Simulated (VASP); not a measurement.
# C in VASP: a series of runs

The runs below take C through single point, with PBEsol.

Everything below comes from runs of VASP 6.6.1. Logs are shortened: lines on timing, memory, paths and dates and some standing lists are left out, and cuts for length are marked.

## 1. The cell of the first run

The cell holds a slab with vacuum, 6 atoms: a = 2.513 Å, b = 3.554 Å, c = 18.513 Å, α = 90.00°, β = 90.00°, γ = 90.00°.

## 2. Single point, PBEsol

INCAR reads:

```
PREC = Accurate ; ENCUT = 520
EDIFF = 1E-6 ; ISMEAR = -1
SIGMA = 0.02 ; LREAL = F
LASPH = T ; NELM = 100
ALGO = Normal ; ISIF = 2
LWAVE = F ; LCHARG = F
LDIPOL = T ; IDIPOL = 3
DIPOL = 0.5 0.5 0.500 ; GGA = PS
NBANDS = 21
```

KPOINTS reads:

```
regular mesh
0
Gamma
  12 9 1
```

POSCAR reads:

```
C
1.0
    2.5129203137      0.0000000000      0.0000000000
    0.0000000000      3.5538059888      0.0000000000
    0.0000000000      0.0000000000     18.5129000000
C
6
Direct
    0.7500000000      0.1250000000      0.4321305599
    0.2500000000      0.8750000000      0.4321305599
    0.2500000000      0.6250000000      0.5000000000
    0.7500000000      0.3750000000      0.5000000000
    0.7500000000      0.1250000000      0.5678694401
    0.2500000000      0.8750000000      0.5678694401
```

Potentials or basis: VASP PAW PBE potentials, release 64 (C).

On the command line:

```sh
$ cat potpaw_PBE.64/C/POTCAR > POTCAR
$ mpirun -np 1 vasp_std > vasp.out
```

OUTCAR:

```text
PREC = Accurate
   ENCUT = 520
   EDIFF = 1E-6
   ISMEAR = -1
   LREAL = F
   LASPH = T
   NELM = 100
   ISIF = 2
   GGA = PS

 ion  position               nearest neighbor table
   1  0.750  0.125  0.432-   2 1.54   2 1.54   4 1.54
   2  0.250  0.875  0.432-   1 1.54   1 1.54   3 1.54
   3  0.250  0.625  0.500-   4 1.54   4 1.54   6 1.54   2 1.54
   4  0.750  0.375  0.500-   3 1.54   3 1.54   5 1.54   1 1.54
   5  0.750  0.125  0.568-   6 1.54   6 1.54   4 1.54
   6  0.250  0.875  0.568-   5 1.54   5 1.54   3 1.54

  LATTYP: Found a simple orthorhombic cell.
 ALAT       =     2.5129203137
 B/A-ratio  =     1.4142135624
 C/A-ratio  =     7.3670859753

  Lattice vectors:

 A1 = (   2.5129203137,   0.0000000000,   0.0000000000)
 A2 = (   0.0000000000,   3.5538059888,   0.0000000000)
 A3 = (   0.0000000000,   0.0000000000,  18.5129000000)

Analysis of symmetry for initial positions (statically):
=====================================================================
 Subroutine PRICEL returns:
 Original cell was already a primitive cell.

 Routine SETGRP: Setting up the symmetry group for a
 simple orthorhombic supercell.

 Subroutine GETGRP returns: Found  8 space group operations
 (whereof  4 operations were pure point group operations)
 out of a pool of  8 trial point group operations.

The static configuration has the point symmetry C_2h.
 The point group associated with its full space group is D_2h.

Analysis of symmetry for dynamics (positions and initial velocities):
=====================================================================
 Subroutine PRICEL returns:
 Original cell was already a primitive cell.

 Routine SETGRP: Setting up the symmetry group for a
 simple orthorhombic supercell.

 Subroutine GETGRP returns: Found  8 space group operations
 (whereof  4 operations were pure point group operations)
 out of a pool of  8 trial point group operations.

The dynamic configuration has the point symmetry C_2h.
 The point group associated with its full space group is D_2h.

 Subroutine INISYM returns: Found  8 space group operations
 (whereof  4 operations are pure point group operations),
 and found     1 'primitive' translations

----------------------------------------------------------------------------------------

                                     Primitive cell

  volume of cell :     165.3282

  direct lattice vectors                    reciprocal lattice vectors
     2.512920314  0.000000000  0.000000000     0.397943379  0.000000000  0.000000000
     0.000000000  3.553805989  0.000000000     0.000000000  0.281388462  0.000000000
     0.000000000  0.000000000 18.512900000     0.000000000  0.000000000  0.054016389

  length of vectors
     2.512920314  3.553805989 18.512900000     0.397943379  0.281388462  0.054016389

  position of ions in fractional coordinates (direct lattice)
     0.750000000  0.125000000  0.432130560
     0.250000000  0.875000000  0.432130560
     0.250000000  0.625000000  0.500000000
     0.750000000  0.375000000  0.500000000
     0.750000000  0.125000000  0.567869440
     0.250000000  0.875000000  0.567869440

  ion indices of the primitive-cell ions
   primitive index   ion index
                 1           1
                 2           2
                 3           3
                 4           4
                 5           5
                 6           6

----------------------------------------------------------------------------------------

 KPOINTS: regular mesh

Automatic generation of k-mesh.
 Grid dimensions read from file:
 generate k-points for:   12    9    1

 Generating k-lattice:

  Cartesian coordinates                     Fractional coordinates (reciprocal lattice)
     0.033161948  0.000000000  0.000000000     0.083333333  0.000000000  0.000000000
     0.000000000  0.031265385  0.000000000     0.000000000  0.111111111  0.000000000
     0.000000000  0.000000000  0.054016389     0.000000000  0.000000000  1.000000000

  Length of vectors
     0.033161948  0.031265385  0.054016389

  Shift w.r.t. Gamma in fractional coordinates (k-lattice)
     0.000000000  0.000000000  0.000000000

 Subroutine IBZKPT returns following result:
 ===========================================

 Found     35 irreducible k-points:

 Following reciprocal coordinates:
            Coordinates               Weight
  0.000000  0.000000  0.000000      1.000000
  0.083333  0.000000  0.000000      2.000000
  0.166667  0.000000  0.000000      2.000000
  0.250000  0.000000  0.000000      2.000000
  0.333333  0.000000  0.000000      2.000000
  0.416667  0.000000  0.000000      2.000000
[... 16 lines left out ...]
  0.083333  0.333333  0.000000      4.000000
  0.166667  0.333333  0.000000      4.000000
 [... further k-points ...]
   k-points           NKPTS =     35   k-points in BZ     NKDIM =     35   number of bands    NBANDS=     21
   number of dos      NEDOS =    301   number of ions     NIONS =      6
   total plane-waves  NPLWV =  78400
   dimension x,y,z NGX =    20 NGY =   28 NGZ =  140
   dimension x,y,z NGXF=    40 NGYF=   56 NGZF=  280
   ions per type =               6
   NGX,Y,Z   is equivalent  to a cutoff of  13.23, 13.10, 12.57 a.u.
   NGXF,Y,Z  is equivalent  to a cutoff of  26.46, 26.20, 25.14 a.u.
 SYSTEM =  unknown system
   PREC   = accura    normal or accurate (medium, high low for compatibility)
   ISTART =      0    job   : 0-new  1-cont  2-samecut
   ICHARG =      2    charge: 1-file 2-atom 10-const
   ISPIN  =      1    spin polarized calculation?
   LNONCOLLINEAR =      F non collinear calculations
   LSORBIT =      F    spin-orbit coupling
   LASPH  =      T    aspherical Exc in radial PAW
   ENCUT  =  520.0 eV  38.22 Ry    6.18 a.u.   4.67  6.61 34.42*2*pi/ulx,y,z
   NELM   =    100;   NELMIN=  2; NELMDL= -5     # of ELM steps
   EDIFF  = 0.1E-05   stopping-criterion for ELM
   LREAL  =      F    real-space projection
   EDIFFG = 0.1E-04   stopping-criterion for IOM
   NSW    =      0    number of steps for IOM
   IBRION =     -1    ionic relax: 0-MD 1-quasi-New 2-CG
   NFREE  =      0    steps in history (QN), initial steepest desc. (CG)
   ISIF   =      2    stress and relaxation
   ISYM   =      2    0-nonsym 1-usesym 2-fastsym
   POTIM  = 0.5000    time-step for ionic-motion
   TEBEG  =    0.0;   TEEND  =   0.0 temperature during run
   PSTRESS=    0.0 pullay stress
   NELECT =      24.0000    total number of electrons
   NUPDOWN=      -1.0000    fix difference up-down
   EMIN   =  10.00;   EMAX   =-10.00  energy-range for DOS
   EFERMI =   0.00;   METHOD = LEGACY
   ISMEAR =    -1;   SIGMA  =   0.02  broadening in eV -4-tet -1-fermi 0-gaus
   EFERMI_NEDOS =   21; number of points for ismear=-14 and -15
   IALGO  =     38    algorithm
   IMIX   =      4    mixing-type and parameters
     AMIX     =   0.40;   BMIX     =  1.00
     AMIX_MAG =   1.60;   BMIX_MAG =  1.00
  volume/ion in A,a.u.               =      27.55       185.95
  Fermi-wavevector in a.u.,A,eV,Ry     =   0.860392  1.625905 10.072041  0.740274
  Thomas-Fermi vector in A             =   1.977890
   LORBIT       =      0    0 simple, 1 ext, 2 COOP (PROOUT), +10 PAW based schemes
   GGA     = PS    functional components
   LHFCALC =     F    Hartree Fock is set to
   AEXX    =    0.0000 exact exchange contribution
   IVDW    =     0    specifies the selected vdW correction
   LEPSILON=     F    determine dielectric tensor
   LRPA    =     F    only Hartree local field effects (RPA)
 non-spin polarized calculation
  energy-cutoff  :      520.00
  volume of cell :      165.33
 maximum number of plane-waves:      4482
 NGX is ok and might be reduce to    20

 number of electron      24.0000002 magnetization

 dipolmoment           0.000000      0.000000     -0.000000 electrons x Angstroem

 Free energy of the ion-electron system (eV)
  ---------------------------------------------------
  ext. energy  EPLUGINS =         0.00000000
  ---------------------------------------------------
  free energy    TOTEN  =       -50.43324163 eV

  energy without entropy =      -50.43006454  energy(sigma->0) =      -50.43165308

 E-fermi :  -2.8285     XC(G=0):  -3.8312

 val. band max:       -2.8377936083   @ k =   0.0833   0.0000   0.0000
 cond. band min:      -2.7946147026   @ k =   0.3333   0.1111   0.0000
 fundamental gap:      0.0431789057
 Fermi energy:        -2.8284703784

 k-point     1 :       0.0000    0.0000    0.0000
  band No.  band energies     occupation
      1     -22.7788      2.00000
      2     -18.6349      2.00000
      3     -15.4190      2.00000
      4     -14.0323      2.00000
      5      -9.8280      2.00000
      6      -9.7005      2.00000
[... 13 lines left out ...]
     20       4.9636      0.00000
     21       5.6010      0.00000

 k-point     2 :       0.0833    0.0000    0.0000
  band No.  band energies     occupation
      1     -22.6515      2.00000
      2     -18.5130      2.00000
      3     -15.3073      2.00000
      4     -13.9899      2.00000
      5      -9.7366      2.00000
      6      -9.5986      2.00000
[... 13 lines left out ...]
     20       5.1239      0.00000
     21       5.8004      0.00000

 k-point     3 :       0.1667    0.0000    0.0000
  band No.  band energies     occupation
      1     -22.2703      2.00000
      2     -18.1481      2.00000
      3     -14.9729      2.00000
      4     -13.9450      2.00000
      5      -9.8831      2.00000
      6      -9.4737      2.00000
[... 13 lines left out ...]
     20       5.9114      0.00000
     21       6.2127      0.00000
[... 457 lines left out ...]
 k-point    23 :       0.0833    0.3333    0.0000
  band No.  band energies     occupation
      1     -21.6567      2.00000
      2     -18.7957      2.00000
      3     -17.9392      2.00000
      4     -12.9617      2.00000
      5     -11.8076      2.00000
      6      -8.2624      2.00000
[... 13 lines left out ...]
     20       6.4085      0.00000
     21       6.4720      0.00000

 k-point    24 :       0.1667    0.3333    0.0000
  band No.  band energies     occupation
      1     -21.2815      2.00000
      2     -18.4484      2.00000
      3     -17.5850      2.00000
      4     -12.6410      2.00000
      5     -11.6740      2.00000
      6      -9.5440      2.00000
[... 13 lines left out ...]
     20       6.2596      0.00000
     21       6.9246      0.00000

 [... further k-points ...]

------------------------ aborting loop because EDIFF is reached ----------------------------------------

 vacuum level on the upper side and lower side of the slab       (xc-potential included)        -0.140        -0.140

  FORCE on cell =-STRESS in cart. coord.  units (eV):
  Direction    XX          YY          ZZ          XY          YZ          ZX
  --------------------------------------------------------------------------------------
  -------------------------------------------------------------------------------------
  Total       -4.7383371     -6.4514327     -4.8261800      0.0000000      0.0000000      0.0000000
  in kB      -45.9187070    -62.5201293    -46.7699824      0.0000000      0.0000000      0.0000000
  external PRESSURE =     -51.7362729 kB  Pullay stress =       0.0000000 kB

 VOLUME and BASIS-vectors are now :
 -----------------------------------------------------------------------------
  energy-cutoff  :      520.00
  volume of cell :      165.33
      direct lattice vectors                 reciprocal lattice vectors
     2.512920314  0.000000000  0.000000000     0.397943379  0.000000000  0.000000000
     0.000000000  3.553805989  0.000000000     0.000000000  0.281388462  0.000000000
     0.000000000  0.000000000 18.512900000     0.000000000  0.000000000  0.054016389

 POSITION                                       TOTAL-FORCE (eV/Angst)
 -----------------------------------------------------------------------------------
      1.88469      0.44423      7.99999         0.000000     -4.440322      0.952911
      0.62823      3.10958      7.99999         0.000000      4.440322      0.952911
      0.62823      2.22113      9.25645         0.000000     -1.358059      0.000000
      1.88469      1.33268      9.25645         0.000000      1.358059      0.000000
      1.88469      0.44423     10.51291         0.000000     -4.440322     -0.952911
      0.62823      3.10958     10.51291        -0.000000      4.440322     -0.952911
 -----------------------------------------------------------------------------------
    total drift:                                0.000000     -0.000000      0.000000

  FREE ENERGIE OF THE ION-ELECTRON SYSTEM (eV)
  ---------------------------------------------------
  free  energy   TOTEN  =       -50.4332416258 eV

  energy  without entropy=      -50.4300645426  energy(sigma->0) =      -50.43165308

 vacuum level on the upper side and lower side of the slab         3.123         3.123
```

It took 86 s on 1 thread of Intel Xeon 6975P-C (Granite Rapids), shared host; peak memory 0.28 GiB.

What came out:

- Free energy: -50.4332 eV
- Largest force: 4.541 eV/Å
- Band gap on the k mesh: zero (band 12 reaches -2.57 eV, above the bottom of band 13 at -3.12 eV)

Forces in eV/Å, atoms in the order of the input:
```
C    0.000 -4.440  0.953
C    0.000  4.440  0.953
C    0.000 -1.358  0.000
C    0.000  1.358  0.000
C    0.000 -4.440 -0.953
C    0.000  4.440 -0.953
```

Levels at points of the mesh, in eV from the Fermi level:
```csv
k point,band 10,band 11,band 12,band 13,band 14,band 15
"(0.00, 0.00, 0.00)",-2.37,-0.46,0.18,0.44,3.57,5.45
"(0.50, 0.00, 0.00)",-5.12,-1.33,-1.33,0.84,0.84,6.53
```

Caveat: the PAW data sets were made with another functional, which shifts forces and pressure a little.

## 3. Single point, PBEsol

INCAR reads:

```
  PREC = Accurate
  ENCUT = 520
  EDIFF = 1E-7
  ISMEAR = -1
  SIGMA = 0.02
  LREAL = F
  LASPH = T
  NELM = 100
  ALGO = Normal
  ISIF = 2
  LWAVE = F
  LCHARG = F
  LDIPOL = T
  IDIPOL = 3
  DIPOL = 0.5 0.5 0.500
  GGA = PS
  NBANDS = 21
```

KPOINTS is that of step 2.

POSCAR reads:

```
C
1.0
    2.5129203137      0.0000000000      0.0000000000
    0.0000000000      3.5538059888      0.0000000000
    0.0000000000      0.0000000000     18.5129000000
C
6
Direct
    0.7500000000      0.0974713256      0.4387512624
    0.2500000000      0.9025286744      0.4387512624
    0.2500000000      0.6105777390      0.4999999986
    0.7500000000      0.3894222610      0.4999999986
    0.7500000000      0.0974713280      0.5612487390
    0.2500000000      0.9025286720      0.5612487390
```

Potentials or basis: VASP PAW PBE potentials, release 64 (C).

On the command line:

```sh
$ cat potpaw_PBE.64/C/POTCAR > POTCAR
$ mpirun -np 1 vasp_std > vasp.out
```

It took 99 s on 1 thread of Intel Xeon 6975P-C (Granite Rapids), shared host; peak memory 0.27 GiB.

It converged, with:

| Item | Value |
| --- | --- |
| Free energy | -51.6041 eV |
| Largest force | 0.044 eV/Å |
| Band gap on the k mesh | zero (band 12 reaches -2.02 eV, above the bottom of band 13 at -2.91 eV) |

Forces in eV/Å, atoms in the order of the input:
```
C    0.000  0.025 -0.036
C    0.000 -0.025 -0.036
C    0.000 -0.009  0.000
C    0.000  0.009  0.000
C    0.000  0.025  0.036
C    0.000 -0.025  0.036
```

Levels at points of the mesh, in eV from the Fermi level:
| k point | band 8 | band 9 | band 10 | band 11 | band 12 | band 13 | band 14 | band 15 | band 16 | band 17 |
| --- | --- | --- | --- | --- | --- | --- | --- | --- | --- | --- |
| (0.00, 0.00, 0.00) | -6.41 | -4.30 | -2.19 | -2.12 | 0.77 | 0.93 | 5.28 | 5.32 | 5.46 | 5.66 |
| (0.50, 0.00, 0.00) | -7.65 | -4.96 | -4.96 | -1.63 | -1.63 | 1.35 | 1.35 | 6.67 | 6.67 | 9.64 |

Caveat: the PAW data sets were made with another functional, which shifts forces and pressure a little.

## 4. Single point, PBEsol

INCAR reads:

```
ALGO = Normal
DIPOL = 0.5 0.5 0.500
EDIFF = 1E-6
EFIELD = -0.2
ENCUT = 520
GGA = PS
IDIPOL = 3
ISIF = 2
ISMEAR = -1
LASPH = True
LCHARG = False
LDIPOL = True
LREAL = False
LWAVE = False
NBANDS = 21
NELM = 100
PREC = Accurate
SIGMA = 0.02
```

KPOINTS reads:

```
k-points
0
Gamma
  12 9 1
```

POSCAR is that of step 3.

On the command line:

```sh
$ cat potpaw_PBE.64/C/POTCAR > POTCAR
$ mpirun -np 1 vasp_std > vasp.out
```

Run time: 95 s. Hardware: 1 thread of Intel Xeon 6975P-C (Granite Rapids), shared host; peak memory 0.28 GiB.

The run converged. Its results:

| Property | Result |
| --- | --- |
| Free energy | -51.6085 eV |
| Largest force | 0.061 eV/Å |
| Band gap on the k mesh | zero (band 12 reaches -2.02 eV, above the bottom of band 13 at -2.91 eV) |

Forces in eV/Å, atoms in the order of the input:
```
C    0.000  0.043 -0.044
C    0.000 -0.043 -0.044
C    0.000 -0.009  0.014
C    0.000  0.009  0.014
C    0.000  0.008  0.030
C    0.000 -0.008  0.030
```

Levels at points of the mesh, in eV from the Fermi level:
```tsv
k point	band 9	band 10	band 11	band 12	band 13	band 14	band 15	band 16
(0.00, 0.00, 0.00)	-4.30	-2.19	-2.12	0.77	0.93	5.02	5.28	5.32
(0.50, 0.00, 0.00)	-4.96	-4.96	-1.63	-1.63	1.35	1.35	6.67	6.67
```

Caveat: the PAW data sets were made with another functional, which shifts forces and pressure a little.

## 5. Single point, PBEsol

INCAR reads:

```
ALGO = Normal
EDIFF = 1E-6
ENCUT = 520
GGA = PS
ISIF = 2
ISMEAR = -1
LASPH = True
LCHARG = True
LELF = True
LREAL = False
LVHAR = True
LWAVE = False
NBANDS = 21
NELM = 100
PREC = Accurate
SIGMA = 0.02
```

KPOINTS is that of step 4.

POSCAR is that of step 4.

On the command line:

```sh
$ cat potpaw_PBE.64/C/POTCAR > POTCAR
$ mpirun -np 1 vasp_std > vasp.out
```

Wall time 77 s (1 thread of Intel Xeon 6975P-C (Granite Rapids), shared host); peak memory 0.28 GiB.

The run converged. Its results:

| Property | Result |
| --- | --- |
| Free energy | -51.6041 eV |
| Largest force | 0.044 eV/Å |
| Band gap on the k mesh | zero (band 12 reaches -2.02 eV, above the bottom of band 13 at -2.91 eV) |

Forces in eV/Å, atoms in the order of the input:
```
C    0.000  0.025 -0.036
C    0.000 -0.025 -0.036
C    0.000 -0.009  0.000
C    0.000  0.009  0.000
C    0.000  0.025  0.036
C    0.000 -0.025  0.036
```

Levels at points of the mesh, in eV from the Fermi level:
```csv
k point,band 8,band 9,band 10,band 11,band 12,band 13,band 14,band 15,band 16,band 17
"(0.00, 0.00, 0.00)",-6.41,-4.30,-2.19,-2.12,0.77,0.93,5.28,5.32,5.46,5.66
"(0.50, 0.00, 0.00)",-7.65,-4.96,-4.96,-1.63,-1.63,1.35,1.35,6.67,6.67,9.64
```

Caveat: the PAW data sets were made with another functional, which shifts forces and pressure a little.

## 6. Summary

```tsv
dipole correction	electric field (eV/Å)	gap on the mesh (eV)	largest force (eV/Å)
yes	-	none	0.04
yes	0.2	none	0.06
no	-	none	0.04
```

Some of these runs hold the atoms at other places in the same cell, which the table doesn't show; runs alike in all that it shows share one row.

Alike in all rows: task single point; level PBEsol; potentials or basis VASP PAW PBE potentials, release 64 (C); no spin polarisation; cell as given; k mesh 12 × 9 × 1; cutoff (eV) 520; smearing fermi-dirac 0.02 eV.

Every run on the cell as given and a fine mesh finds a metal.

Caveats: the PAW data sets were made with another functional, which shifts forces and pressure a little.

Absolute energies hang on the potentials; compare differences alone.
